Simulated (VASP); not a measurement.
# TiO2 (P4_2/mnm) in VASP: further runs

Aim: see how the results for TiO2 move with the level of theory and the settings. Levels: PBEsol+U, PBE. Tasks: relaxation of cell and atoms, single point.

Everything below comes from runs of VASP 6.6.1. Logs are shortened: lines on timing, memory, paths and dates and some standing lists are left out, and cuts for length are marked.

### Step 1. The cell of the first run

It takes space group P4_2/mnm (No. 136, tetragonal). Conventional cell: a = 4.600 Å, b = 4.600 Å, c = 2.959 Å, α = 90.00°, β = 90.00°, γ = 90.00°. Within 2.6 Å of Ti (site symmetry mmm) lie 6 O at 1.95 to 1.98 Å. O (site symmetry m2m) has 3 Ti at 1.95 to 1.98 Å and 1 O at 2.55 Å within 2.6 Å.

### Step 2. Relaxation of cell and atoms, PBEsol+U

The input, INCAR:

```
PREC     = Accurate       # precision mode
ENCUT    = 600            # plane-wave cutoff, eV
EDIFF    = 1E-6           # SCF threshold, eV
ISMEAR   = -1             # smearing method
SIGMA    = 0.05           # smearing width, eV
LREAL    = F              # projectors in reciprocal space
LASPH    = T              # aspherical terms in the spheres
NELM     = 150            # most SCF steps
ALGO     = Normal         # electronic algorithm
ISIF     = 3              # what is computed and relaxed
LWAVE    = F              # write WAVECAR
LCHARG   = F              # write CHGCAR
LMAXMIX  = 4              # l up to which the mixer works
LDAU     = T              # DFT+U
LDAUTYPE = 2            
LDAUL    = 2 -1           # shell
LDAUU    = 6 0            # U, eV
LDAUJ    = 0 0          
LDAUPRINT= 1            
GGA      = PS             # functional
IBRION   = 2              # ionic algorithm
NSW      = 60             # ionic steps
EDIFFG   = -0.01          # ionic threshold
```

The input, KPOINTS:

```
Automatic mesh
0
Gamma
  6 6 9
```

The input, POSCAR:

```
TiO2
1.0
    4.5998373239      0.0000000000      0.0000000000
    0.0000000000      4.5998373239      0.0000000000
    0.0000000000      0.0000000000      2.9592135600
Ti O
2 4
Direct
    0.0000000000      0.0000000000      0.5000000000
    0.5000000000      0.5000000000      0.0000000000
    0.3043213200      0.3043213200      0.5000000000
    0.1956786800      0.8043213200      0.0000000000
    0.8043213200      0.1956786800      0.0000000000
    0.6956786800      0.6956786800      0.5000000000
```

Potentials or basis: VASP PAW PBE potentials, release 64 (Ti_sv, O).

Command:

```console
> cat potpaw_PBE.64/Ti_sv/POTCAR potpaw_PBE.64/O/POTCAR > POTCAR
> mpirun -np 1 vasp_std > vasp.out
```

OUTCAR:

```text
PREC = Accurate
   ENCUT = 600
   EDIFF = 1E-6
   ISMEAR = -1
   LREAL = F
   LASPH = T
   NELM = 150
   ISIF = 3
   GGA = PS
   IBRION = 2
   NSW = 60
   EDIFFG = -0.01

 ion  position               nearest neighbor table
   1  0.000  0.000  0.500-   4 1.95   5 1.95   4 1.95   5 1.95   3 1.98   6 1.98
   2  0.500  0.500  0.000-   3 1.95   6 1.95   3 1.95   6 1.95   5 1.98   4 1.98
   3  0.304  0.304  0.500-   2 1.95   2 1.95   1 1.98
   4  0.196  0.804  0.000-   1 1.95   1 1.95   2 1.98
   5  0.804  0.196  0.000-   1 1.95   1 1.95   2 1.98
   6  0.696  0.696  0.500-   2 1.95   2 1.95   1 1.98

  LATTYP: Found a simple tetragonal cell.
 ALAT       =     4.5998373239
 C/A-ratio  =     0.6433300466

  Lattice vectors:

 A1 = (   4.5998373239,   0.0000000000,   0.0000000000)
 A2 = (   0.0000000000,   4.5998373239,   0.0000000000)
 A3 = (   0.0000000000,   0.0000000000,   2.9592135600)

Analysis of symmetry for initial positions (statically):
=====================================================================
 Subroutine PRICEL returns:
 Original cell was already a primitive cell.

 Routine SETGRP: Setting up the symmetry group for a
 simple tetragonal supercell.

 Subroutine GETGRP returns: Found 16 space group operations
 (whereof  8 operations were pure point group operations)
 out of a pool of 16 trial point group operations.

The static configuration has the point symmetry D_2h.
 The point group associated with its full space group is D_4h.

Analysis of symmetry for dynamics (positions and initial velocities):
=====================================================================
 Subroutine PRICEL returns:
 Original cell was already a primitive cell.

 Routine SETGRP: Setting up the symmetry group for a
 simple tetragonal supercell.

 Subroutine GETGRP returns: Found 16 space group operations
 (whereof  8 operations were pure point group operations)
 out of a pool of 16 trial point group operations.

The dynamic configuration has the point symmetry D_2h.
 The point group associated with its full space group is D_4h.

 Subroutine INISYM returns: Found 16 space group operations
 (whereof  8 operations are pure point group operations),
 and found     1 'primitive' translations

----------------------------------------------------------------------------------------

                                     Primitive cell

  volume of cell :      62.6125

  direct lattice vectors                    reciprocal lattice vectors
     4.599837324  0.000000000  0.000000000     0.217398993  0.000000000  0.000000000
     0.000000000  4.599837324  0.000000000     0.000000000  0.217398993  0.000000000
     0.000000000  0.000000000  2.959213560     0.000000000  0.000000000  0.337927622

  length of vectors
     4.599837324  4.599837324  2.959213560     0.217398993  0.217398993  0.337927622

  position of ions in fractional coordinates (direct lattice)
     0.000000000  0.000000000  0.500000000
     0.500000000  0.500000000  0.000000000
     0.304321320  0.304321320  0.500000000
     0.195678680  0.804321320  0.000000000
     0.804321320  0.195678680  0.000000000
     0.695678680  0.695678680  0.500000000

  ion indices of the primitive-cell ions
   primitive index   ion index
[... 114 lines left out ...]
 non-spin polarized calculation
  energy-cutoff  :      600.00
  volume of cell :       62.61
 maximum number of plane-waves:      2112
 NGX is ok and might be reduce to    40
   NGX = 19   NGY = 19   NGZ = 11

--------------------------------------- Ionic step        1  -------------------------------------------

 number of electron      47.9999988 magnetization

 Free energy of the ion-electron system (eV)
  ---------------------------------------------------
  ext. energy  EPLUGINS =         0.00000000
  ---------------------------------------------------
  free energy    TOTEN  =       -48.24028462 eV

  energy without entropy =      -48.24028462  energy(sigma->0) =      -48.24028462

------------------------ aborting loop because EDIFF is reached ----------------------------------------

  FORCE on cell =-STRESS in cart. coord.  units (eV):
  Direction    XX          YY          ZZ          XY          YZ          ZX
  --------------------------------------------------------------------------------------
  -------------------------------------------------------------------------------------
  Total        2.8024928      2.8024928      5.1456914      0.0000000      0.0000000      0.0000000
  in kB       71.7123311     71.7123311    131.6718882      0.0000000      0.0000000      0.0000000
  external PRESSURE =      91.6988501 kB  Pullay stress =       0.0000000 kB
[... 181 lines left out ...]
  FREE ENERGIE OF THE ION-ELECTRON SYSTEM (eV)
  ---------------------------------------------------
  free  energy   TOTEN  =       -48.3109341121 eV

  energy  without entropy=      -48.3109341121  energy(sigma->0) =      -48.31093411

atom =   1  type =  1  l = 2

 onsite density matrix

spin component  1

  0.1853  0.0000 -0.0782  0.0000  0.0000
  0.0000  0.1742  0.0000 -0.0861  0.0000
 -0.0782  0.0000  0.1210  0.0000  0.0000
  0.0000 -0.0861  0.0000  0.1742  0.0000
  0.0000  0.0000  0.0000  0.0000  0.0903

spin component  2

  0.1853  0.0000 -0.0782  0.0000  0.0000
  0.0000  0.1742  0.0000 -0.0861  0.0000
 -0.0782  0.0000  0.1210  0.0000  0.0000
  0.0000 -0.0861  0.0000  0.1742  0.0000
  0.0000  0.0000  0.0000  0.0000  0.0903

 occupancies and eigenvectors

  o =  0.0686  v =  0.5564 -0.0000  0.8309 -0.0000 -0.0000  0.0000  0.0000  0.0000  0.0000  0.0000      0.0000  0.0000  0.0000  0.0000  0.0000  0.0000  0.0000  0.0000  0.0000  0.0000
  o =  0.0686  v =  0.0000  0.0000  0.0000  0.0000  0.0000  0.5564 -0.0000  0.8309 -0.0000 -0.0000      0.0000  0.0000  0.0000  0.0000  0.0000  0.0000  0.0000  0.0000  0.0000  0.0000
  o =  0.0881  v = -0.0000 -0.7071 -0.0000 -0.7071 -0.0000  0.0000  0.0000  0.0000  0.0000  0.0000      0.0000  0.0000  0.0000  0.0000  0.0000  0.0000  0.0000  0.0000  0.0000  0.0000
  o =  0.0881  v =  0.0000  0.0000  0.0000  0.0000  0.0000 -0.0000 -0.7071 -0.0000 -0.7071 -0.0000      0.0000  0.0000  0.0000  0.0000  0.0000  0.0000  0.0000  0.0000  0.0000  0.0000
  o =  0.0903  v =  0.0000  0.0000  0.0000  0.0000  0.0000 -0.0000  0.0000 -0.0000  0.0000 -1.0000      0.0000  0.0000  0.0000  0.0000  0.0000  0.0000  0.0000  0.0000  0.0000  0.0000
  o =  0.0903  v = -0.0000  0.0000 -0.0000  0.0000 -1.0000  0.0000  0.0000  0.0000  0.0000  0.0000      0.0000  0.0000  0.0000  0.0000  0.0000  0.0000  0.0000  0.0000  0.0000  0.0000
  o =  0.2377  v =  0.8309 -0.0000 -0.5564 -0.0000 -0.0000  0.0000  0.0000  0.0000  0.0000  0.0000      0.0000  0.0000  0.0000  0.0000  0.0000  0.0000  0.0000  0.0000  0.0000  0.0000
  o =  0.2377  v =  0.0000  0.0000  0.0000  0.0000  0.0000  0.8309 -0.0000 -0.5564 -0.0000 -0.0000      0.0000  0.0000  0.0000  0.0000  0.0000  0.0000  0.0000  0.0000  0.0000  0.0000
  o =  0.2604  v = -0.0000 -0.7071  0.0000  0.7071  0.0000  0.0000  0.0000  0.0000  0.0000  0.0000      0.0000  0.0000  0.0000  0.0000  0.0000  0.0000  0.0000  0.0000  0.0000  0.0000
  o =  0.2604  v =  0.0000  0.0000  0.0000  0.0000  0.0000 -0.0000 -0.7071  0.0000  0.7071  0.0000      0.0000  0.0000  0.0000  0.0000  0.0000  0.0000  0.0000  0.0000  0.0000  0.0000

atom =   2  type =  1  l = 2

 onsite density matrix

spin component  1

  0.1853  0.0000  0.0782  0.0000  0.0000
  0.0000  0.1742  0.0000  0.0861  0.0000
  0.0782  0.0000  0.1210  0.0000  0.0000
  0.0000  0.0861  0.0000  0.1742  0.0000
  0.0000  0.0000  0.0000  0.0000  0.0903

spin component  2

  0.1853  0.0000  0.0782  0.0000  0.0000
  0.0000  0.1742  0.0000  0.0861  0.0000
  0.0782  0.0000  0.1210  0.0000  0.0000
  0.0000  0.0861  0.0000  0.1742  0.0000
  0.0000  0.0000  0.0000  0.0000  0.0903

 occupancies and eigenvectors

  o =  0.0686  v = -0.5564  0.0000  0.8309  0.0000  0.0000  0.0000  0.0000  0.0000  0.0000  0.0000      0.0000  0.0000  0.0000  0.0000  0.0000  0.0000  0.0000  0.0000  0.0000  0.0000
  o =  0.0686  v =  0.0000  0.0000  0.0000  0.0000  0.0000 -0.5564  0.0000  0.8309  0.0000  0.0000      0.0000  0.0000  0.0000  0.0000  0.0000  0.0000  0.0000  0.0000  0.0000  0.0000
  o =  0.0881  v =  0.0000 -0.7071  0.0000  0.7071  0.0000  0.0000  0.0000  0.0000  0.0000  0.0000      0.0000  0.0000  0.0000  0.0000  0.0000  0.0000  0.0000  0.0000  0.0000  0.0000
  o =  0.0881  v =  0.0000  0.0000  0.0000  0.0000  0.0000  0.0000 -0.7071  0.0000  0.7071  0.0000      0.0000  0.0000  0.0000  0.0000  0.0000  0.0000  0.0000  0.0000  0.0000  0.0000
  o =  0.0903  v =  0.0000  0.0000  0.0000 -0.0000  1.0000  0.0000  0.0000  0.0000  0.0000  0.0000      0.0000  0.0000  0.0000  0.0000  0.0000  0.0000  0.0000  0.0000  0.0000  0.0000
  o =  0.0903  v =  0.0000  0.0000  0.0000  0.0000  0.0000  0.0000  0.0000  0.0000 -0.0000  1.0000      0.0000  0.0000  0.0000  0.0000  0.0000  0.0000  0.0000  0.0000  0.0000  0.0000
  o =  0.2377  v = -0.8309  0.0000 -0.5564  0.0000 -0.0000  0.0000  0.0000  0.0000  0.0000  0.0000      0.0000  0.0000  0.0000  0.0000  0.0000  0.0000  0.0000  0.0000  0.0000  0.0000
  o =  0.2377  v =  0.0000  0.0000  0.0000  0.0000  0.0000 -0.8309  0.0000 -0.5564  0.0000 -0.0000      0.0000  0.0000  0.0000  0.0000  0.0000  0.0000  0.0000  0.0000  0.0000  0.0000
  o =  0.2604  v =  0.0000 -0.7071  0.0000 -0.7071 -0.0000  0.0000  0.0000  0.0000  0.0000  0.0000      0.0000  0.0000  0.0000  0.0000  0.0000  0.0000  0.0000  0.0000  0.0000  0.0000
  o =  0.2604  v =  0.0000  0.0000  0.0000  0.0000  0.0000  0.0000 -0.7071  0.0000 -0.7071 -0.0000      0.0000  0.0000  0.0000  0.0000  0.0000  0.0000  0.0000  0.0000  0.0000  0.0000

--------------------------------------- Ionic step        6  -------------------------------------------

 number of electron      48.0000001 magnetization

 Free energy of the ion-electron system (eV)
  ---------------------------------------------------
  ext. energy  EPLUGINS =         0.00000000
  ---------------------------------------------------
  free energy    TOTEN  =       -48.31107547 eV

  energy without entropy =      -48.31107547  energy(sigma->0) =      -48.31107547

 E-fermi :   5.9198     XC(G=0): -11.5234

 val. band max:        4.8389751794   @ k =   0.0000   0.0000   0.0000
 cond. band min:       7.3466611191   @ k =   0.5000   0.5000   0.0000
 fundamental gap:      2.5076859397
 Fermi energy:         5.9197561605

 k-point     1 :       0.0000    0.0000    0.0000
  band No.  band energies     occupation
      1     -53.5797      2.00000
      2     -53.5664      2.00000
      3     -29.8860      2.00000
      4     -29.8860      2.00000
      5     -29.7614      2.00000
      6     -29.7614      2.00000
[... 733 lines left out ...]
     27       8.5347      0.00000
     28       8.5347      0.00000

 [... further k-points ...]
[... 5 lines left out ...]
  --------------------------------------------------------------------------------------
  -------------------------------------------------------------------------------------
  Total       -0.0149327     -0.0149327      0.0459863      0.0000000      0.0000000      0.0000000
  in kB       -0.3690517     -0.3690517      1.1365167      0.0000000      0.0000000      0.0000000
  external PRESSURE =       0.1328044 kB  Pullay stress =       0.0000000 kB
[... 21 lines left out ...]
  FREE ENERGIE OF THE ION-ELECTRON SYSTEM (eV)
  ---------------------------------------------------
  free  energy   TOTEN  =       -48.3110754700 eV

  energy  without entropy=      -48.3110754700  energy(sigma->0) =      -48.31107547

 reached required accuracy - stopping structural energy minimisation
```

Run time: 14 min. Hardware: 1 thread of AMD EPYC 7R13, shared host; peak memory 0.22 GiB.

Results:

| Item | Value |
| --- | --- |
| Free energy | -48.3111 eV |
| Relaxed volume | 10.80 Å³/atom |
| Relaxed cell | a = 4.634 Å, b = 4.634 Å, c = 3.020 Å, α = 90.00°, β = 90.00°, γ = 90.00° |
| Space group after relaxing (to 0.1 Å) | P4_2/mnm (No. 136) |
| Energy gained by relaxing | 11.8 meV/atom |
| Ionic steps | 6 |
| Pressure after relaxing | 0.0 GPa |
| Largest force after relaxing | 0.007 eV/Å |
| Band gap on the k mesh | 2.51 eV (least direct gap 2.53 eV) |

Forces in eV/Å, atoms in the order of the input:
```
Ti   0.000  0.000  0.000
Ti   0.000  0.000  0.000
O   -0.005 -0.005  0.000
O    0.005 -0.005  0.000
O   -0.005  0.005  0.000
O    0.005  0.005  0.000
```

Stress tensor (GPa, compression positive):
```
-0.04  0.00  0.00
 0.00 -0.04  0.00
 0.00  0.00  0.11
```

Step by step:
```csv
step,energy change (eV),largest force (eV/Å),pressure (GPa),volume (Å³)
1,0.0000,0.1288,9.17,62.61
2,0.0599,0.3671,-10.99,68.17
3,-0.0684,0.1175,-0.26,64.88
4,-0.0684,0.1134,-0.13,64.84
5,-0.0706,0.0214,0.01,64.83
6,-0.0708,0.0066,0.01,64.83
```

Final structure:
```
Ti O
1.0
     4.63351    0.00000    0.00000
     0.00000    4.63351    0.00000
     0.00000    0.00000    3.01956
Ti O
2 4
Direct
  0.00000 0.00000 0.50000
  0.50000 0.50000 0.00000
  0.30486 0.30486 0.50000
  0.19514 0.80486 0.00000
  0.80486 0.19514 0.00000
  0.69514 0.69514 0.50000
```

Levels at points of the mesh, in eV from the valence-band top:
```tsv
k point	band 20	band 21	band 22	band 23	band 24	band 25	band 26	band 27	band 28
(0.00, 0.00, 0.00)	-2.27	-0.91	-0.55	-0.55	0.00	2.53	2.69	3.07	3.10
(0.50, 0.00, 0.00)	-3.09	-1.79	-1.79	-0.78	-0.78	3.09	3.09	3.63	3.63
(0.50, 0.50, 0.00)	-1.96	-1.56	-1.56	-1.23	-1.23	2.51	2.51	3.12	3.12
```

Eigenvalues of the final occupation matrices:
| site | spin | trace | eigenvalues |
| --- | --- | --- | --- |
| site 1 d | 1 | 0.74 | 0.07 0.09 0.09 0.24 0.26 |
| site 1 d | 2 | 0.74 | 0.07 0.09 0.09 0.24 0.26 |
| site 2 d | 1 | 0.74 | 0.07 0.09 0.09 0.24 0.26 |
| site 2 d | 2 | 0.74 | 0.07 0.09 0.09 0.24 0.26 |

Caveat: the PAW data sets were made with another functional, which shifts forces and pressure a little. A k mesh can miss the band edges.

### Step 3. Single point, PBE

This run uses another cell than the first one, of 10.62 Å³/atom.

The input, INCAR:

```
SYSTEM = TiO2
PREC = Accurate ; ENCUT = 1340
EDIFF = 1E-6 ; ISMEAR = -1
SIGMA = 0.05 ; LREAL = .FALSE.
LASPH = .TRUE. ; NELM = 120
ALGO = Normal ; ISIF = 2
LWAVE = .FALSE. ; LCHARG = .TRUE.
GGA = PE ; LELF = .TRUE.
LVHAR = .TRUE. ; NBANDS = 33
GGA_COMPAT = .FALSE.
```

The input, KPOINTS:

```
regular mesh
0
G
  6 6 9
  0 0 0
```

The input, POSCAR:

```
TiO2
1.0
    4.6385904344      0.0000000000      0.0000000000
    0.0000000000      4.6385904344      0.0000000000
    0.0000000000      0.0000000000      2.9627002102
Ti O
2 4
Direct
    0.0000000000      0.0000000000      0.5000000000
    0.5000000000      0.5000000000      0.0000000000
    0.3051343920      0.3051343920      0.5000000000
    0.1948656080      0.8051343920      0.0000000000
    0.8051343920      0.1948656080      0.0000000000
    0.6948656080      0.6948656080      0.5000000000
```

Potentials or basis: VASP PAW PBE potentials, release 64 (Ti_sv, O_h).

Command:

```console
> cat potpaw_PBE.64/Ti_sv/POTCAR potpaw_PBE.64/O_h/POTCAR > POTCAR
> mpirun -np 1 vasp_std > vasp.out
```

Wall time 8.8 min (1 thread of AMD EPYC 7R13 (Zen 3), shared host); peak memory 0.53 GiB.

It converged, with:

```
Free energy            : -53.7142 eV
Pressure               : 1.0 GPa
Largest force          : 0.034 eV/Å
Band gap on the k mesh : 1.85 eV
```

Forces in eV/Å, atoms in the order of the input:
```
Ti   0.000  0.000  0.000
Ti   0.000  0.000  0.000
O   -0.024 -0.024  0.000
O    0.024 -0.024  0.000
O   -0.024  0.024  0.000
O    0.024  0.024  0.000
```

Stress tensor (GPa, compression positive):
```
0.92 0.00 0.00
0.00 0.92 0.00
0.00 0.00 1.08
```

Levels at points of the mesh, in eV from the valence-band top:
```csv
k point,band 21,band 22,band 23,band 24,band 25,band 26,band 27,band 28
"(0.00, 0.00, 0.00)",-0.66,-0.43,-0.43,0.00,1.85,2.14,2.40,2.48
"(0.50, 0.00, 0.00)",-1.55,-1.55,-0.71,-0.71,2.50,2.50,2.96,2.96
"(0.50, 0.50, 0.00)",-1.24,-1.24,-1.03,-1.03,1.88,1.88,2.50,2.50
```
